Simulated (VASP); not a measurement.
A run of VASP 6.6.1 is set up as follows.

Contents of INCAR:

```
PREC = Accurate
ENCUT = 500
EDIFF = 1E-6
ISMEAR = 0
SIGMA = 0.1
LREAL = F
LASPH = T
NELM = 120
ALGO = Normal
ISIF = 2
LWAVE = F
LCHARG = F
GGA = PE
NBANDS = 18
GGA_COMPAT = F
```

File KPOINTS:

```
regular mesh
0
Gamma
  4 4 4
```

The input POSCAR:

```
SrSc
1.0
    0.0000000000      3.7537821800      3.7537821800
    3.7537821800      0.0000000000      3.7537821800
    3.7537821800      3.7537821800      0.0000000000
Sr Sc
1 1
Direct
    0.0000000000      0.0000000000      0.0000000000
    0.7500000000      0.7500000000      0.7500000000
```

Potentials or basis: VASP PAW PBE potentials, release 64 (Sr_sv, Sc_sv).

The run is started by

```console
$ cat potpaw_PBE.64/Sr_sv/POTCAR potpaw_PBE.64/Sc_sv/POTCAR > POTCAR
$ mpirun -np 1 vasp_std > vasp.out
```

(1) Predict the pressure.

(2) Estimate the band gap on the k mesh.

Answers

(1) 0.9 GPa.

(2) zero (an odd number of electrons rules out a gap without spin polarisation).

Caveat: the k points lie up to 0.36 Å⁻¹ apart, too coarse for converged energies and pressures of a metal.
